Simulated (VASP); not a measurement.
# Bi in VASP: a series of runs

The runs below take Bi through single point, with PBE.

All numbers are computed with VASP 6.6.1; they aren't measurements. Logs are shortened: lines on timing, memory, paths and dates and some standing lists are left out, and cuts for length are marked.

## Step 1: The cell of the first run

The cell holds a slab with vacuum, 2 atoms: a = 4.341 Å, b = 4.341 Å, c = 28.000 Å, α = 90.00°, β = 90.00°, γ = 120.00°.

## Step 2: Single point, PBE

INCAR

```
SYSTEM = Bi
PREC = Accurate
ENCUT = 520
EDIFF = 1E-6
ISMEAR = 0
SIGMA = 0.02
LREAL = .FALSE.
LASPH = .TRUE.
NELM = 80
ALGO = Normal
ISIF = 2
LWAVE = .FALSE.
LCHARG = .FALSE.
LDIPOL = .TRUE.
IDIPOL = 3
DIPOL = 0.5 0.5 0.500
GGA = PE
NBANDS = 22
```

KPOINTS

```
regular mesh
0
G
  9 9 1
  0 0 0
```

POSCAR

```
Bi
1.0
    4.3412874177      0.0000000000      0.0000000000
   -2.1706437088      3.7596651888      0.0000000000
    0.0000000000      0.0000000000     28.0000000000
Bi
2
Direct
    0.3333333333      0.6666666667      0.5308123566
    0.6666666667      0.3333333333      0.4691876434
```

Potentials or basis: VASP PAW PBE potentials, release 64 (Bi_d).

Launch:

```
> cat potpaw_PBE.64/Bi_d/POTCAR > POTCAR
> mpirun -np 1 vasp_std > vasp.out
```

OUTCAR:

```text
SYSTEM = Bi
   PREC = Accurate
   ENCUT = 520
   EDIFF = 1E-6
   ISMEAR = 0
   LREAL = .FALSE.
   LASPH = .TRUE.
   NELM = 80
   ISIF = 2
   GGA = PE

 ion  position               nearest neighbor table
   1  0.333  0.667  0.531-   2 3.04   2 3.04   2 3.04
   2  0.667  0.333  0.469-   1 3.04   1 3.04   1 3.04

  LATTYP: Found a hexagonal cell.
 ALAT       =     4.3412874177
 C/A-ratio  =     6.4496996642

  Lattice vectors:

 A1 = (   4.3412874177,   0.0000000000,   0.0000000000)
 A2 = (  -2.1706437088,   3.7596651888,   0.0000000000)
 A3 = (   0.0000000000,   0.0000000000,  28.0000000000)

Analysis of symmetry for initial positions (statically):
=====================================================================
 Subroutine PRICEL returns:
 Original cell was already a primitive cell.

 Routine SETGRP: Setting up the symmetry group for a
 hexagonal supercell.

 Subroutine GETGRP returns: Found 12 space group operations
 (whereof 12 operations were pure point group operations)
 out of a pool of 24 trial point group operations.

The static configuration has the point symmetry D_3d.

Analysis of symmetry for dynamics (positions and initial velocities):
=====================================================================
 Subroutine PRICEL returns:
 Original cell was already a primitive cell.

 Routine SETGRP: Setting up the symmetry group for a
 hexagonal supercell.

 Subroutine GETGRP returns: Found 12 space group operations
 (whereof 12 operations were pure point group operations)
 out of a pool of 24 trial point group operations.

The dynamic configuration has the point symmetry D_3d.

 Subroutine INISYM returns: Found 12 space group operations
 (whereof 12 operations are pure point group operations),
 and found     1 'primitive' translations

----------------------------------------------------------------------------------------

                                     Primitive cell

  volume of cell :     457.0100

  direct lattice vectors                    reciprocal lattice vectors
     4.341287418  0.000000000  0.000000000     0.230346417  0.132990566  0.000000000
    -2.170643709  3.759665189  0.000000000     0.000000000  0.265981131  0.000000000
     0.000000000  0.000000000 28.000000000     0.000000000  0.000000000  0.035714286

  length of vectors
     4.341287418  4.341287418 28.000000000     0.265981131  0.265981131  0.035714286

  position of ions in fractional coordinates (direct lattice)
     0.333333333  0.666666667  0.530812357
     0.666666667  0.333333333  0.469187643

  ion indices of the primitive-cell ions
   primitive index   ion index
                 1           1
                 2           2

----------------------------------------------------------------------------------------

 KPOINTS: regular mesh

Automatic generation of k-mesh.
 Grid dimensions read from file:
 generate k-points for:    9    9    1

 Generating k-lattice:

  Cartesian coordinates                     Fractional coordinates (reciprocal lattice)
     0.025594046  0.014776730  0.000000000     0.111111111 -0.000000000  0.000000000
     0.000000000  0.029553459  0.000000000     0.000000000  0.111111111  0.000000000
     0.000000000  0.000000000  0.035714286     0.000000000  0.000000000  1.000000000

  Length of vectors
     0.029553459  0.029553459  0.035714286

  Shift w.r.t. Gamma in fractional coordinates (k-lattice)
     0.000000000  0.000000000  0.000000000

 Subroutine IBZKPT returns following result:
 ===========================================

 Found     12 irreducible k-points:

 Following reciprocal coordinates:
            Coordinates               Weight
  0.000000  0.000000  0.000000      1.000000
  0.111111 -0.000000  0.000000      6.000000
  0.222222  0.000000  0.000000      6.000000
  0.333333 -0.000000  0.000000      6.000000
  0.444444  0.000000  0.000000      6.000000
  0.111111  0.111111  0.000000      6.000000
  0.222222  0.111111  0.000000     12.000000
  0.333333  0.111111  0.000000     12.000000
  0.444444  0.111111  0.000000      6.000000
  0.222222  0.222222  0.000000      6.000000
  0.333333  0.222222  0.000000     12.000000
  0.333333  0.333333  0.000000      2.000000
   k-points           NKPTS =     12   k-points in BZ     NKDIM =     12   number of bands    NBANDS=     22
   number of dos      NEDOS =    301   number of ions     NIONS =      2
   total plane-waves  NPLWV = 215040
   dimension x,y,z NGX =    32 NGY =   32 NGZ =  210
   dimension x,y,z NGXF=    64 NGYF=   64 NGZF=  420
   ions per type =               2
   NGX,Y,Z   is equivalent  to a cutoff of  12.25, 12.25, 12.47 a.u.
   NGXF,Y,Z  is equivalent  to a cutoff of  24.51, 24.51, 24.94 a.u.
 SYSTEM =  Bi
   PREC   = accura    normal or accurate (medium, high low for compatibility)
   ISTART =      0    job   : 0-new  1-cont  2-samecut
   ICHARG =      2    charge: 1-file 2-atom 10-const
   ISPIN  =      1    spin polarized calculation?
   LNONCOLLINEAR =      F non collinear calculations
   LSORBIT =      F    spin-orbit coupling
   LASPH  =      T    aspherical Exc in radial PAW
   ENCUT  =  520.0 eV  38.22 Ry    6.18 a.u.   8.07  8.07 52.06*2*pi/ulx,y,z
   NELM   =     80;   NELMIN=  2; NELMDL= -5     # of ELM steps
   EDIFF  = 0.1E-05   stopping-criterion for ELM
   LREAL  =      F    real-space projection
   EDIFFG = 0.1E-04   stopping-criterion for IOM
   NSW    =      0    number of steps for IOM
   IBRION =     -1    ionic relax: 0-MD 1-quasi-New 2-CG
   NFREE  =      0    steps in history (QN), initial steepest desc. (CG)
   ISIF   =      2    stress and relaxation
   ISYM   =      2    0-nonsym 1-usesym 2-fastsym
   POTIM  = 0.5000    time-step for ionic-motion
   TEBEG  =    0.0;   TEEND  =   0.0 temperature during run
   PSTRESS=    0.0 pullay stress
   NELECT =      30.0000    total number of electrons
   NUPDOWN=      -1.0000    fix difference up-down
   EMIN   =  10.00;   EMAX   =-10.00  energy-range for DOS
   EFERMI =   0.00;   METHOD = LEGACY
   ISMEAR =     0;   SIGMA  =   0.02  broadening in eV -4-tet -1-fermi 0-gaus
   EFERMI_NEDOS =   21; number of points for ismear=-14 and -15
   IALGO  =     38    algorithm
   IMIX   =      4    mixing-type and parameters
     AMIX     =   0.40;   BMIX     =  1.00
     AMIX_MAG =   1.60;   BMIX_MAG =  1.00
  volume/ion in A,a.u.               =     228.51      1542.03
  Fermi-wavevector in a.u.,A,eV,Ry     =   0.660399  1.247974  5.933873  0.436127
  Thomas-Fermi vector in A             =   1.732835
   LORBIT       =      0    0 simple, 1 ext, 2 COOP (PROOUT), +10 PAW based schemes
   GGA     = PE    functional components
   LHFCALC =     F    Hartree Fock is set to
   AEXX    =    0.0000 exact exchange contribution
   IVDW    =     0    specifies the selected vdW correction
   LEPSILON=     F    determine dielectric tensor
   LRPA    =     F    only Hartree local field effects (RPA)
 non-spin polarized calculation
 Gauss-broadening in eV      SIGMA  =   0.02
  energy-cutoff  :      520.00
  volume of cell :      457.01
 maximum number of plane-waves:     12340
   NGX = 17   NGY = 17   NGZ =105

 number of electron      30.0000008 magnetization

 dipolmoment           0.000000      0.000000     -0.000000 electrons x Angstroem

 Free energy of the ion-electron system (eV)
  ---------------------------------------------------
  ext. energy  EPLUGINS =         0.00000000
  ---------------------------------------------------
  free energy    TOTEN  =        -7.55155960 eV

  energy without entropy =       -7.55155960  energy(sigma->0) =       -7.55155960

 E-fermi :  -2.4221     XC(G=0):  -1.9699

 val. band max:       -2.5833622816   @ k =   0.0000   0.0000   0.0000
 cond. band min:      -2.0193900456   @ k =   0.0000   0.0000   0.0000
 fundamental gap:      0.5639722360
 Fermi energy:        -2.4220592072

 k-point     1 :       0.0000    0.0000    0.0000
  band No.  band energies     occupation
      1     -25.1758      2.00000
      2     -25.1758      2.00000
      3     -25.0495      2.00000
      4     -25.0495      2.00000
      5     -25.0246      2.00000
      6     -24.8755      2.00000
[... 14 lines left out ...]
     21       1.7200      0.00000
     22       2.0778      0.00000

 k-point     2 :       0.1111   -0.0000    0.0000
  band No.  band energies     occupation
      1     -25.1742      2.00000
      2     -25.1660      2.00000
      3     -25.0491      2.00000
      4     -25.0431      2.00000
      5     -25.0206      2.00000
      6     -24.8798      2.00000
[... 14 lines left out ...]
     21       1.8739      0.00000
     22       2.2114      0.00000

 k-point     3 :       0.2222    0.0000    0.0000
  band No.  band energies     occupation
      1     -25.1701      2.00000
      2     -25.1378      2.00000
      3     -25.0501      2.00000
      4     -25.0252      2.00000
      5     -25.0063      2.00000
      6     -24.8922      2.00000
[... 14 lines left out ...]
     21       2.2678      0.00000
     22       2.5695      0.00000

 k-point     4 :       0.3333   -0.0000    0.0000
  band No.  band energies     occupation
      1     -25.1654      2.00000
      2     -25.0960      2.00000
      3     -25.0518      2.00000
      4     -24.9990      2.00000
      5     -24.9827      2.00000
      6     -24.9122      2.00000
[... 14 lines left out ...]
     21       2.8481      0.00000
     22       3.1720      0.00000

 k-point     5 :       0.4444    0.0000    0.0000
  band No.  band energies     occupation
      1     -25.1622      2.00000
      2     -25.0644      2.00000
      3     -25.0414      2.00000
      4     -24.9690      2.00000
      5     -24.9552      2.00000
      6     -24.9382      2.00000
[... 117 lines left out ...]
 k-point    10 :       0.2222    0.2222    0.0000
  band No.  band energies     occupation
      1     -25.1634      2.00000
      2     -25.0708      2.00000
      3     -25.0329      2.00000
      4     -25.0192      2.00000
      5     -24.9556      2.00000
      6     -24.9365      2.00000
[... 14 lines left out ...]
     21       3.2399      0.00000
     22       3.5864      0.00000

 k-point    11 :       0.3333    0.2222    0.0000
  band No.  band energies     occupation
      1     -25.1610      2.00000
      2     -25.0343      2.00000
      3     -25.0213      2.00000
      4     -24.9985      2.00000
      5     -24.9680      2.00000
      6     -24.9399      2.00000
[... 14 lines left out ...]
     21       3.8036      0.00000
     22       4.1005      0.00000

 k-point    12 :       0.3333    0.3333    0.0000
  band No.  band energies     occupation
      1     -25.1601      2.00000
      2     -25.0081      2.00000
      3     -24.9986      2.00000
      4     -24.9986      2.00000
      5     -24.9808      2.00000
      6     -24.9808      2.00000
[... 14 lines left out ...]
     21       3.9815      0.00000
     22       4.5887      0.00000

------------------------ aborting loop because EDIFF is reached ----------------------------------------

 vacuum level on the upper side and lower side of the slab       (xc-potential included)        -0.005        -0.005

  FORCE on cell =-STRESS in cart. coord.  units (eV):
  Direction    XX          YY          ZZ          XY          YZ          ZX
  --------------------------------------------------------------------------------------
  -------------------------------------------------------------------------------------
  Total       -0.0306737     -0.0306737     -0.0033506     -0.0000000      0.0000000      0.0000000
  in kB       -0.1075353     -0.1075353     -0.0117465     -0.0000000      0.0000000      0.0000000
  external PRESSURE =      -0.0756057 kB  Pullay stress =       0.0000000 kB

 VOLUME and BASIS-vectors are now :
 -----------------------------------------------------------------------------
  energy-cutoff  :      520.00
  volume of cell :      457.01
      direct lattice vectors                 reciprocal lattice vectors
     4.341287418  0.000000000  0.000000000     0.230346417  0.132990566  0.000000000
    -2.170643709  3.759665189  0.000000000     0.000000000  0.265981131  0.000000000
     0.000000000  0.000000000 28.000000000     0.000000000  0.000000000  0.035714286

 POSITION                                       TOTAL-FORCE (eV/Angst)
 -----------------------------------------------------------------------------------
     -0.00000      2.50644     14.86275        -0.000000     -0.000000      0.017096
      2.17064      1.25322     13.13725         0.000000      0.000000     -0.017096
 -----------------------------------------------------------------------------------
    total drift:                               -0.000000      0.000000     -0.000000

  FREE ENERGIE OF THE ION-ELECTRON SYSTEM (eV)
  ---------------------------------------------------
  free  energy   TOTEN  =        -7.5515595978 eV

  energy  without entropy=       -7.5515595978  energy(sigma->0) =       -7.55155960

 vacuum level on the upper side and lower side of the slab         1.592         1.592
```

It took 8.5 min on 1 thread of Intel Xeon 8259CL, shared host; peak memory 0.52 GiB.

What came out:

| Quantity | Value |
| --- | --- |
| Free energy | -7.5516 eV |
| Largest force | 0.017 eV/Å |

Forces in eV/Å, atoms in the order of the input:
```
Bi   0.000  0.000  0.017
Bi   0.000  0.000 -0.017
```

Levels at points of the mesh, in eV from the Fermi level:
```csv
k point,band 11,band 12,band 13,band 14,band 15,band 16,band 17,band 18,band 19,band 20
"(0.00, 0.00, 0.00)",-12.49,-8.58,-0.92,-0.16,-0.16,0.40,2.40,2.40,3.64,3.67
```

Caveat: spin-orbit coupling is left out, which moves the levels of the heavy elements.

## Step 3: Single point, PBE

This run uses another cell than the first one.

INCAR

```
PREC = Accurate
ENCUT = 520
EDIFF = 1E-6
ISMEAR = 0
SIGMA = 0.02
LREAL = False
LASPH = True
NELM = 60
ALGO = Normal
ISIF = 2
LWAVE = False
LCHARG = True
LDIPOL = True
IDIPOL = 3
DIPOL = 0.5 0.5 0.500
GGA = PE
LELF = True
LVHAR = True
LVACPOTAV = True
NBANDS = 22
```

KPOINTS

```
Automatic mesh
0
Gamma
  9 9 1
```

POSCAR

```
Bi
1.0
    4.3532622676      0.0000000000      0.0000000000
   -2.1766311338      3.7700357131      0.0000000000
    0.0000000000      0.0000000000     28.0000000000
Bi
2
Direct
    0.3333333333      0.6666666667      0.5306876353
    0.6666666667      0.3333333333      0.4693123647
```

Potentials or basis: VASP PAW PBE potentials, release 64 (Bi_d).

Launch:

```
> cat potpaw_PBE.64/Bi_d/POTCAR > POTCAR
> mpirun -np 1 vasp_std > vasp.out
```

Run time: 8.5 min. Hardware: 1 thread of Intel Xeon 8259CL, shared host; peak memory 0.49 GiB.

The run converged. Its results:

```
Free energy                            : -7.5512 eV
Largest force                          : 0.034 eV/Å
Ionisation potential of the upper face : 4.22 eV
```

Forces on the atoms (eV/Å):
```
Bi   0.000  0.000  0.034
Bi   0.000  0.000 -0.034
```

Levels at points of the mesh, in eV from the Fermi level:
```csv
k point,band 12,band 13,band 14,band 15,band 16,band 17,band 18,band 19
"(0.00, 0.00, 0.00)",-8.55,-0.87,-0.17,-0.17,0.40,2.40,2.40,3.67
```

Caveat: spin-orbit coupling is left out, which moves the levels of the heavy elements.
